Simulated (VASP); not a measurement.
Input of a VASP 6.6.1 run:

File POSCAR:

```
Al16HO24
1.0
   -4.7540000000     -2.7447230000      4.3273330000
    4.7540000000     -2.7447230000      4.3273330000
    0.0000000000      5.4894460000      4.3273330000
Al O H
16 24 1
Direct
    0.3607199053      0.3492138052      0.3403205685
    0.1567108119      0.1360124527      0.1411698516
    0.6454633182      0.6564645803      0.6334211954
    0.8533306420      0.8611556315      0.8667340763
    0.8522146830      0.8474607915      0.3477287812
    0.6396840985      0.6466676913      0.1484811662
    0.1373961455      0.1412665704      0.6434988095
    0.3469020866      0.3501204291      0.8485252848
    0.8460258078      0.3572163842      0.8455254900
    0.6360726787      0.1742931246      0.6503260363
    0.1462561378      0.6393146149      0.1414667551
    0.3575197569      0.8507675483      0.3561404844
    0.3704133206      0.8406489117      0.8432053732
    0.1488068250      0.6481126727      0.6336383078
    0.6529671506      0.1405565490      0.1514001138
    0.8729746123      0.3539380115      0.3641597526
    0.4106811293      0.5932852521      0.7337552129
    0.7476046406      0.4048196175      0.6008958585
    0.6121160947      0.7560370034      0.3951038549
    0.5914274664      0.4082764357      0.2503732240
    0.2552124870      0.5998906527      0.4047259514
    0.3971718245      0.2644414922      0.6037850245
    0.9047481242      0.0914540560      0.7654140393
    0.2450434614      0.8981355944      0.5864544159
    0.1075053946      0.2644048477      0.3969235868
    0.0986236825      0.8826581798      0.2340394453
    0.7459403420      0.0939420247      0.4080456296
    0.8979120355      0.7447357629      0.5940878539
    0.8995360488      0.5737051695      0.2540582522
    0.2469014890      0.4033802437      0.0962288778
    0.1015827909      0.7586925931      0.8836625103
    0.0908480556      0.3948026202      0.7307798601
    0.7421616088      0.6147320758      0.8960644307
    0.9038268165      0.2446976622      0.1007900529
    0.4094390490      0.0987322758      0.2447404571
    0.7487849305      0.8999418510      0.0979148566
    0.6075520000      0.2550067749      0.9069375869
    0.5841899349      0.9141857279      0.7316815111
    0.2546186752      0.0792715990      0.9053256586
    0.4063446113      0.7379600930      0.0854365706
   -0.0180435323      0.5436308472      0.0131509795
```

File INCAR.step1:

```
SYSTEM = Al16HO24
ALGO = Normal
EDIFF = 1E-4
ENCUT = 520
GGA = PE
ISMEAR = -1
ISPIN = 2
LASPH = .True.
LCHARG = .False.
LREAL = Auto
LWAVE = .True.
MAGMOM = 0 0 0 0 0 0 0 0 0 0 0 0 0 0 0 0 0 0 0 0 0 0 0 0 0 0 0 0 0 0 0 0 0 0 0 0 0 0 0 0 1
NBANDS = 126
NELM = 150
PREC = Accurate
SIGMA = 0.05
```

INCAR.step2

```
SYSTEM = Al16HO24
ALGO = Normal
EDIFF = 1E-6
ENCUT = 520
ISIF = 2
ISMEAR = -1
ISPIN = 2
ISTART = 1
IVDW = 12
LASPH = .True.
LCHARG = .False.
LMIXTAU = .True.
LORBIT = 11
LREAL = Auto
LWAVE = .False.
MAGMOM = 0 0 0 0 0 0 0 0 0 0 0 0 0 0 0 0 0 0 0 0 0 0 0 0 0 0 0 0 0 0 0 0 0 0 0 0 0 0 0 0 1
METAGGA = R2SCAN
NBANDS = 126
NELM = 150
PREC = Accurate
SIGMA = 0.05
VDW_A1 = 0.49484001
VDW_A2 = 5.73083694
VDW_S6 = 1.0
VDW_S8 = 0.78981345
```

File KPOINTS:

```
k-points
0
Gamma
  1 1 1
  0 0 0
```

Potentials or basis: VASP PAW PBE potentials, release 64 (Al, O, H).

Run with:

```console
$ cat potpaw_PBE.64/Al/POTCAR potpaw_PBE.64/O/POTCAR potpaw_PBE.64/H/POTCAR > POTCAR
$ cp INCAR.step1 INCAR
$ mpirun -np 1 vasp_gam > vasp.out
$ cp INCAR.step2 INCAR
$ mpirun -np 1 vasp_gam > vasp.out
```

Estimate the net moment.

1.00 μB per cell.

Estimate the site moments.

Al +0.00, -0.00 (each value once); O +0.00, -0.00, +0.10, +0.03, +0.02, +0.06 (each value once); H +0.34 μB.

Estimate the band gap on the k mesh.

2.83 eV.

Forces in eV/Å, atoms in the order of the input:
```
Al   1.302  1.291  0.704
Al   1.179  0.289 -0.625
Al  -0.869  0.666  1.670
Al  -1.098 -1.426 -2.285
Al  -0.156  0.198  1.172
Al  -1.280 -0.449 -0.295
Al  -0.734 -0.003  1.133
Al   0.185  0.072  0.261
Al  -0.498  0.770  1.865
Al  -2.648  0.599 -1.788
Al   0.318 -0.675  0.956
Al  -0.288 -0.714 -1.063
Al   2.012  1.268 -0.880
Al   0.741  1.680  0.280
Al   0.517 -1.046  1.636
Al   0.247  1.289 -3.361
O    0.791  0.977  0.146
O   -0.237 -0.738 -0.252
O    1.422  0.658 -1.960
O   -0.921 -0.053  0.022
O   -0.835 -1.386 -1.132
O   -0.949 -0.653 -1.287
O    1.047 -1.620 -0.263
O    0.842 -0.727  0.757
O   -2.084  1.370 -0.793
O    1.490  0.052  1.491
O    0.015 -0.685  0.870
O   -0.171 -1.007  0.071
O    2.476 -1.920  2.604
O   -1.759 -0.849 -0.726
O   -0.772  0.750  0.350
O    0.334  0.605  1.336
O   -0.506  0.739 -0.454
O   -0.512 -0.041 -0.112
O   -0.075  1.205 -0.865
O    0.014  0.577  0.348
O    1.170  0.546 -1.230
O   -0.896 -0.651  1.405
O    0.941 -1.273  0.755
O    0.598  0.608  0.695
H   -0.353 -0.293 -1.154
```

Caveat: the k points lie up to 0.90 Å⁻¹ apart; the atoms stand as in a frame of molecular dynamics; the PAW data sets were made with another functional, which shifts forces and pressure a little.
